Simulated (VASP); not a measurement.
# ZnF2 (P4_2/mnm) in VASP: notebook

Runs on ZnF2. Level: PBE. Tasks: single point.

Everything below comes from runs of VASP 6.6.1. Logs are shortened: lines on timing, memory, paths and dates and some standing lists are left out, and cuts for length are marked.

### 1 The cell of the first run

It takes space group P4_2/mnm (No. 136, tetragonal). Conventional cell: a = 4.542 Å, b = 4.542 Å, c = 3.026 Å, α = 90.00°, β = 90.00°, γ = 90.00°. Within 2.6 Å of Zn (site symmetry mmm) lie 6 F at 1.94 to 1.97 Å. Within 2.6 Å of F (site symmetry m2m) lie 3 Zn at 1.94 to 1.97 Å and 1 F at 2.54 Å.

### 2 Single point, PBE

File INCAR:

```
SYSTEM = ZnF2
PREC     = Accurate       ! precision mode
ENCUT    = 600            ! plane-wave cutoff, eV
EDIFF    = 1E-6           ! SCF threshold, eV
ISMEAR   = 0              ! smearing method
SIGMA    = 0.01           ! smearing width, eV
LREAL    = .FALSE.        ! projectors in reciprocal space
LASPH    = .TRUE.         ! aspherical terms in the spheres
NELM     = 120            ! most SCF steps
ALGO     = Normal         ! electronic algorithm
ISIF     = 2              ! what is computed and relaxed
LWAVE    = .FALSE.        ! write WAVECAR
LCHARG   = .FALSE.        ! write CHGCAR
GGA      = PE             ! functional
NBANDS   = 35             ! bands
GGA_COMPAT= .FALSE.
```

File KPOINTS:

```
Automatic mesh
0
G
  4 4 6
  0 0 0
```

File POSCAR:

```
ZnF2
1.0
    4.5424344567      0.0000000000      0.0000000000
    0.0000000000      4.5424344567      0.0000000000
    0.0000000000      0.0000000000      3.0256506335
Zn F
2 4
Direct
    0.0000000000      0.0000000000      0.0000000000
    0.5000000000      0.5000000000      0.5000000000
    0.3024000000      0.3024000000      0.0000000000
    0.1976000000      0.8024000000      0.5000000000
    0.6976000000      0.6976000000      0.0000000000
    0.8024000000      0.1976000000      0.5000000000
```

Potentials or basis: VASP PAW PBE potentials, release 64 (Zn, F).

On the command line:

```console
$ cat potpaw_PBE.64/Zn/POTCAR potpaw_PBE.64/F/POTCAR > POTCAR
$ mpirun -np 1 vasp_std > vasp.out
```

OUTCAR:

```text
SYSTEM = ZnF2
   PREC = Accurate
   ENCUT = 600
   EDIFF = 1E-6
   ISMEAR = 0
   LREAL = .FALSE.
   LASPH = .TRUE.
   NELM = 120
   ISIF = 2
   GGA = PE

 ion  position               nearest neighbor table
   1  0.000  0.000  0.000-   3 1.94   5 1.94   4 1.97   6 1.97   4 1.97   6 1.97
   2  0.500  0.500  0.500-   4 1.94   6 1.94   5 1.97   3 1.97   3 1.97   5 1.97
   3  0.302  0.302  0.000-   1 1.94   2 1.97   2 1.97
   4  0.198  0.802  0.500-   2 1.94   1 1.97   1 1.97
   5  0.698  0.698  0.000-   1 1.94   2 1.97   2 1.97
   6  0.802  0.198  0.500-   2 1.94   1 1.97   1 1.97

  LATTYP: Found a simple tetragonal cell.
 ALAT       =     4.5424344567
 C/A-ratio  =     0.6660856997

  Lattice vectors:

 A1 = (   4.5424344567,   0.0000000000,   0.0000000000)
 A2 = (   0.0000000000,   4.5424344567,   0.0000000000)
 A3 = (   0.0000000000,   0.0000000000,   3.0256506335)

Analysis of symmetry for initial positions (statically):
=====================================================================
 Subroutine PRICEL returns:
 Original cell was already a primitive cell.

 Routine SETGRP: Setting up the symmetry group for a
 simple tetragonal supercell.

 Subroutine GETGRP returns: Found 16 space group operations
 (whereof  8 operations were pure point group operations)
 out of a pool of 16 trial point group operations.

The static configuration has the point symmetry D_2h.
 The point group associated with its full space group is D_4h.

Analysis of symmetry for dynamics (positions and initial velocities):
=====================================================================
 Subroutine PRICEL returns:
 Original cell was already a primitive cell.

 Routine SETGRP: Setting up the symmetry group for a
 simple tetragonal supercell.

 Subroutine GETGRP returns: Found 16 space group operations
 (whereof  8 operations were pure point group operations)
 out of a pool of 16 trial point group operations.

The dynamic configuration has the point symmetry D_2h.
 The point group associated with its full space group is D_4h.

 Subroutine INISYM returns: Found 16 space group operations
 (whereof  8 operations are pure point group operations),
 and found     1 'primitive' translations

----------------------------------------------------------------------------------------

                                     Primitive cell

  volume of cell :      62.4304

  direct lattice vectors                    reciprocal lattice vectors
     4.542434457  0.000000000  0.000000000     0.220146269  0.000000000  0.000000000
     0.000000000  4.542434457  0.000000000     0.000000000  0.220146269  0.000000000
     0.000000000  0.000000000  3.025650634     0.000000000  0.000000000  0.330507425

  length of vectors
     4.542434457  4.542434457  3.025650634     0.220146269  0.220146269  0.330507425

  position of ions in fractional coordinates (direct lattice)
     0.000000000  0.000000000  0.000000000
     0.500000000  0.500000000  0.500000000
     0.302400000  0.302400000  0.000000000
     0.197600000  0.802400000  0.500000000
     0.697600000  0.697600000  0.000000000
     0.802400000  0.197600000  0.500000000

  ion indices of the primitive-cell ions
   primitive index   ion index
                 1           1
                 2           2
                 3           3
                 4           4
                 5           5
                 6           6

----------------------------------------------------------------------------------------

 KPOINTS: Automatic mesh

Automatic generation of k-mesh.
 Grid dimensions read from file:
 generate k-points for:    4    4    6

 Generating k-lattice:

  Cartesian coordinates                     Fractional coordinates (reciprocal lattice)
     0.055036567  0.000000000  0.000000000     0.250000000  0.000000000  0.000000000
     0.000000000  0.055036567  0.000000000     0.000000000  0.250000000  0.000000000
     0.000000000  0.000000000  0.055084571     0.000000000  0.000000000  0.166666667

  Length of vectors
     0.055036567  0.055036567  0.055084571

  Shift w.r.t. Gamma in fractional coordinates (k-lattice)
     0.000000000  0.000000000  0.000000000

 Subroutine IBZKPT returns following result:
 ===========================================

 Found     24 irreducible k-points:

 Following reciprocal coordinates:
            Coordinates               Weight
  0.000000  0.000000  0.000000      1.000000
  0.250000  0.000000  0.000000      4.000000
  0.500000  0.000000  0.000000      2.000000
  0.250000  0.250000  0.000000      4.000000
  0.500000  0.250000  0.000000      4.000000
  0.500000  0.500000  0.000000      1.000000
[... 16 lines left out ...]
  0.500000  0.250000  0.500000      4.000000
  0.500000  0.500000  0.500000      1.000000
   k-points           NKPTS =     24   k-points in BZ     NKDIM =     24   number of bands    NBANDS=     35
   number of dos      NEDOS =    301   number of ions     NIONS =      6
   total plane-waves  NPLWV =  31104
   dimension x,y,z NGX =    36 NGY =   36 NGZ =   24
   dimension x,y,z NGXF=    72 NGYF=   72 NGZF=   48
   ions per type =               2   4
   NGX,Y,Z   is equivalent  to a cutoff of  13.18, 13.18, 13.19 a.u.
   NGXF,Y,Z  is equivalent  to a cutoff of  26.35, 26.35, 26.37 a.u.
 SYSTEM =  ZnF2
   PREC   = accura    normal or accurate (medium, high low for compatibility)
   ISTART =      0    job   : 0-new  1-cont  2-samecut
   ICHARG =      2    charge: 1-file 2-atom 10-const
   ISPIN  =      1    spin polarized calculation?
   LNONCOLLINEAR =      F non collinear calculations
   LSORBIT =      F    spin-orbit coupling
   LASPH  =      T    aspherical Exc in radial PAW
   ENCUT  =  600.0 eV  44.10 Ry    6.64 a.u.   9.07  9.07  6.04*2*pi/ulx,y,z
   NELM   =    120;   NELMIN=  2; NELMDL= -5     # of ELM steps
   EDIFF  = 0.1E-05   stopping-criterion for ELM
   LREAL  =      F    real-space projection
   EDIFFG = 0.1E-04   stopping-criterion for IOM
   NSW    =      0    number of steps for IOM
   IBRION =     -1    ionic relax: 0-MD 1-quasi-New 2-CG
   NFREE  =      0    steps in history (QN), initial steepest desc. (CG)
   ISIF   =      2    stress and relaxation
   ISYM   =      2    0-nonsym 1-usesym 2-fastsym
   POTIM  = 0.5000    time-step for ionic-motion
   TEBEG  =    0.0;   TEEND  =   0.0 temperature during run
   PSTRESS=    0.0 pullay stress
   NELECT =      52.0000    total number of electrons
   NUPDOWN=      -1.0000    fix difference up-down
   EMIN   =  10.00;   EMAX   =-10.00  energy-range for DOS
   EFERMI =   0.00;   METHOD = LEGACY
   ISMEAR =     0;   SIGMA  =   0.01  broadening in eV -4-tet -1-fermi 0-gaus
   EFERMI_NEDOS =   21; number of points for ismear=-14 and -15
   IALGO  =     38    algorithm
   IMIX   =      4    mixing-type and parameters
     AMIX     =   0.40;   BMIX     =  1.00
     AMIX_MAG =   1.60;   BMIX_MAG =  1.00
  volume/ion in A,a.u.               =      10.41        70.22
  Fermi-wavevector in a.u.,A,eV,Ry     =   1.540319  2.910780 32.280931  2.372582
  Thomas-Fermi vector in A             =   2.646423
   LORBIT       =      0    0 simple, 1 ext, 2 COOP (PROOUT), +10 PAW based schemes
   GGA     = PE    functional components
   LHFCALC =     F    Hartree Fock is set to
   AEXX    =    0.0000 exact exchange contribution
   IVDW    =     0    specifies the selected vdW correction
   LEPSILON=     F    determine dielectric tensor
   LRPA    =     F    only Hartree local field effects (RPA)
 non-spin polarized calculation
 Gauss-broadening in eV      SIGMA  =   0.01
  energy-cutoff  :      600.00
  volume of cell :       62.43
 maximum number of plane-waves:      2104
   NGX = 19   NGY = 19   NGZ = 13

 number of electron      52.0000067 magnetization

 Free energy of the ion-electron system (eV)
  ---------------------------------------------------
  ext. energy  EPLUGINS =         0.00000000
  ---------------------------------------------------
  free energy    TOTEN  =       -22.51658946 eV

  energy without entropy =      -22.51658946  energy(sigma->0) =      -22.51658946

 E-fermi :   0.2207     XC(G=0): -10.8467

 val. band max:        0.1390164165   @ k =   0.0000   0.0000   0.0000
 cond. band min:       3.8013413924   @ k =   0.0000   0.0000   0.0000
 fundamental gap:      3.6623249759
 Fermi energy:         0.2207148662

 k-point     1 :       0.0000    0.0000    0.0000
  band No.  band energies     occupation
      1     -22.8389      2.00000
      2     -21.8423      2.00000
      3     -21.8423      2.00000
      4     -21.7950      2.00000
      5      -7.2612      2.00000
      6      -6.1443      2.00000
[... 27 lines left out ...]
     34      15.8357      0.00000
     35      15.8357      0.00000

 k-point     2 :       0.2500    0.0000    0.0000
  band No.  band energies     occupation
      1     -22.7192      2.00000
      2     -22.0604      2.00000
      3     -21.8186      2.00000
      4     -21.7403      2.00000
      5      -6.9284      2.00000
      6      -6.0680      2.00000
[... 27 lines left out ...]
     34      16.4548      0.00000
     35      16.4600      0.00000

 k-point     3 :       0.5000    0.0000    0.0000
  band No.  band energies     occupation
      1     -22.4122      2.00000
      2     -22.4122      2.00000
      3     -21.7669      2.00000
      4     -21.7669      2.00000
      5      -6.2363      2.00000
      6      -6.2363      2.00000
[... 27 lines left out ...]
     34      15.9690      0.00000
     35      17.5168      0.00000
[... 723 lines left out ...]
 k-point    23 :       0.5000    0.2500    0.5000
  band No.  band energies     occupation
      1     -22.0423      2.00000
      2     -22.0423      2.00000
      3     -21.8515      2.00000
      4     -21.8515      2.00000
      5      -6.3184      2.00000
      6      -6.3184      2.00000
[... 27 lines left out ...]
     34      14.0181      0.00000
     35      16.6760      0.00000

 k-point    24 :       0.5000    0.5000    0.5000
  band No.  band energies     occupation
      1     -22.0512      2.00000
      2     -22.0512      2.00000
      3     -21.8381      2.00000
      4     -21.8381      2.00000
      5      -6.4983      2.00000
      6      -6.4983      2.00000
[... 27 lines left out ...]
     34      13.0990      0.00000
     35      17.5752      0.00000

------------------------ aborting loop because EDIFF is reached ----------------------------------------

  FORCE on cell =-STRESS in cart. coord.  units (eV):
  Direction    XX          YY          ZZ          XY          YZ          ZX
  --------------------------------------------------------------------------------------
  -------------------------------------------------------------------------------------
  Total        8.8345028      8.8345028     10.3637814      0.0000000      0.0000000      0.0000000
  in kB      226.7235217    226.7235217    265.9700330      0.0000000      0.0000000      0.0000000
  external PRESSURE =     239.8056922 kB  Pullay stress =       0.0000000 kB

 VOLUME and BASIS-vectors are now :
 -----------------------------------------------------------------------------
  energy-cutoff  :      600.00
  volume of cell :       62.43
      direct lattice vectors                 reciprocal lattice vectors
     4.542434457  0.000000000  0.000000000     0.220146269  0.000000000  0.000000000
     0.000000000  4.542434457  0.000000000     0.000000000  0.220146269  0.000000000
     0.000000000  0.000000000  3.025650634     0.000000000  0.000000000  0.330507425

 POSITION                                       TOTAL-FORCE (eV/Angst)
 -----------------------------------------------------------------------------------
      0.00000      0.00000      0.00000         0.000000     -0.000000      0.000000
      2.27122      2.27122      1.51283         0.000000     -0.000000      0.000000
      1.37363      1.37363      0.00000        -0.110706     -0.110706     -0.000000
      0.89759      3.64485      1.51283         0.110706     -0.110706     -0.000000
      3.16880      3.16880      0.00000         0.110706      0.110706      0.000000
      3.64485      0.89759      1.51283        -0.110706      0.110706      0.000000
 -----------------------------------------------------------------------------------
    total drift:                               -0.000000      0.000000      0.000000

  FREE ENERGIE OF THE ION-ELECTRON SYSTEM (eV)
  ---------------------------------------------------
  free  energy   TOTEN  =       -22.5165894594 eV

  energy  without entropy=      -22.5165894594  energy(sigma->0) =      -22.51658946
```

Wall time 23 s (1 thread of Intel Xeon Platinum 8559C (Emerald Rapids), shared host); peak memory 0.2 GiB.

What came out:

- Free energy: -22.5166 eV
- Pressure: 24.0 GPa
- Largest force: 0.157 eV/Å
- Band gap on the k mesh: 3.66 eV, direct

Forces on the atoms (eV/Å):
```
Zn   0.000  0.000  0.000
Zn   0.000  0.000  0.000
F   -0.111 -0.111  0.000
F    0.111 -0.111  0.000
F    0.111  0.111  0.000
F   -0.111  0.111  0.000
```

Levels at points of the mesh, in eV from the valence-band top:
```tsv
k point	band 24	band 25	band 26	band 27	band 28	band 29
(0.00, 0.00, 0.00)	-0.50	-0.50	0.00	3.66	9.67	9.67
(0.50, 0.00, 0.00)	-0.79	-0.62	-0.62	6.42	6.42	10.69
(0.50, 0.50, 0.00)	-1.65	-0.52	-0.52	7.55	7.55	9.28
(0.00, 0.00, 0.50)	-1.45	-1.43	-1.43	8.79	8.79	12.32
(0.50, 0.00, 0.50)	-1.72	-0.14	-0.14	9.44	9.44	10.54
(0.50, 0.50, 0.50)	-1.44	-0.93	-0.93	8.61	8.61	11.51
```

(Part 1 of 2 ends here.)
